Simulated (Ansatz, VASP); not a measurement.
**Si3N: VASP beside Ansatz**

```
CELL_PARAMETERS angstrom
3.81552 0.00000 0.00000
-1.90776 3.30433 0.00000
0.00000 0.00000 25.79138
ATOMIC_POSITIONS crystal
Si 0.66667 0.33333 0.15509
Si 0.33333 0.66667 0.18598
Si 0.33333 0.66667 0.27748
Si 0.66667 0.33333 0.30703
Si 0.66667 0.33333 0.39974
Si 0.33333 0.66667 0.42616
N 0.83333 0.00000 0.54636
N 0.83333 0.00000 0.58901
```

Alike in both runs: task single point; functional PBE; dispersion D3(BJ); k mesh 9 × 9 × 1; occupations gaussian, width 0.05 eV; no spin polarisation.

|  | VASP | Ansatz |
| --- | --- | --- |
| version | VASP 6.6.1 | Ansatz 0.2.0 |
| potentials or method | VASP PAW PBE potentials, release 64 (Si, N), cutoff 520 eV | scalar-relativistic, plane waves, PAW |
| valence electrons in the cell | 34 | 34 |

Ansatz gave:

```
gap on the k mesh at the Fermi level (eV) : none
rms of the force components (eV/Å)        : 0.200
```

Question: Estimate VASP's values.

Answer: gap on the k mesh at the Fermi level (eV): none; rms of the force components (eV/Å): 0.665.

Atom by atom the forces differ by 0.520 eV/Å (rms over components). A gap of «none» marks a metal or a gap that the smearing closes. One of these differences is far larger than is usual between the two programs; its cause wasn't traced. Ansatz's warnings: xc potential rough in thin density.

Noted on VASP's run: the standard files for N, O and F lose accuracy on very short bonds.
